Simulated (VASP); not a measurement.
Write the native input for VASP 6.6.1 that does the following.

| Property | Result |
| --- | --- |
| Task | single point |
| Functional | r2SCAN |
| Potentials or basis | VASP PAW PBE potentials, release 64 (Ni, Ge_d) |
| Cutoff | 520 eV |
| k mesh | 6 × 6 × 6 |
| Occupations | gaussian, width 0.2 eV |
| Spin | no spin polarisation |
| Dipole correction | no |
| Further INCAR settings | ALGO = Normal; EDIFF = 1e-06; NBANDS = 30 |

The system is Ni3Ge.

```
Ni Ge
1.0
     3.53033    0.00000    0.00000
     0.00000    3.53033    0.00000
     0.00000    0.00000    3.53033
Ni Ge
3 1
Direct
  0.50000 0.00000 0.50000
  0.00000 0.50000 0.50000
  0.50000 0.50000 0.00000
  0.00000 0.00000 0.00000
```

The input as run:

POSCAR

```
Ni3Ge
1.0
    3.5303341067      0.0000000000      0.0000000000
    0.0000000000      3.5303341067      0.0000000000
    0.0000000000      0.0000000000      3.5303341067
Ni Ge
3 1
Direct
    0.5000000000      0.0000000000      0.5000000000
    0.0000000000      0.5000000000      0.5000000000
    0.5000000000      0.5000000000      0.0000000000
    0.0000000000      0.0000000000      0.0000000000
```

INCAR.step1

```
SYSTEM = Ni3Ge
ALGO     = Normal         ! electronic algorithm
EDIFF    = 1E-4           ! SCF threshold, eV
ENCUT    = 520            ! plane-wave cutoff, eV
GGA      = PE             ! functional
ISMEAR   = 0              ! smearing method
LASPH    = .TRUE.         ! aspherical terms in the spheres
LCHARG   = .FALSE.        ! write CHGCAR
LREAL    = .FALSE.        ! projectors in reciprocal space
LWAVE    = .TRUE.         ! write WAVECAR
NBANDS   = 30             ! bands
NELM     = 80             ! most SCF steps
PREC     = Accurate       ! precision mode
SIGMA    = 0.2            ! smearing width, eV
```

INCAR.step2

```
SYSTEM = Ni3Ge
ALGO     = Normal         ! electronic algorithm
EDIFF    = 1E-6           ! SCF threshold, eV
ENCUT    = 520            ! plane-wave cutoff, eV
ISIF     = 2              ! what is computed and relaxed
ISMEAR   = 0              ! smearing method
ISTART   = 1            
LASPH    = .TRUE.         ! aspherical terms in the spheres
LCHARG   = .TRUE.         ! write CHGCAR
LELF     = .TRUE.         ! ELF
LMIXTAU  = .TRUE.       
LREAL    = .FALSE.        ! projectors in reciprocal space
LVHAR    = .TRUE.       
LWAVE    = .FALSE.        ! write WAVECAR
METAGGA  = R2SCAN         ! meta-GGA
NBANDS   = 30             ! bands
NELM     = 80             ! most SCF steps
PREC     = Accurate       ! precision mode
SIGMA    = 0.2            ! smearing width, eV
```

KPOINTS

```
k-points
0
G
  6 6 6
  0 0 0
```

Potentials or basis: VASP PAW PBE potentials, release 64 (Ni, Ge_d).

Run with:

```console
$ cat potpaw_PBE.64/Ni/POTCAR potpaw_PBE.64/Ge_d/POTCAR > POTCAR
$ cp INCAR.step1 INCAR
$ mpirun -np 1 vasp_std > vasp.out
$ cp INCAR.step2 INCAR
$ mpirun -np 1 vasp_std > vasp.out
```

Results of the run:

- Pressure: 0.9 GPa
- Band gap on the k mesh: zero (band 22 reaches 10.22 eV, above the bottom of band 23 at 9.96 eV)

Caveat: the PAW data sets were made with another functional, which shifts forces and pressure a little.

Run time: 83 s on 1 thread of Intel(R) Xeon(R) Platinum 8488C (Sapphire Rapids), with other jobs on the host, peak memory 0.17 GiB.
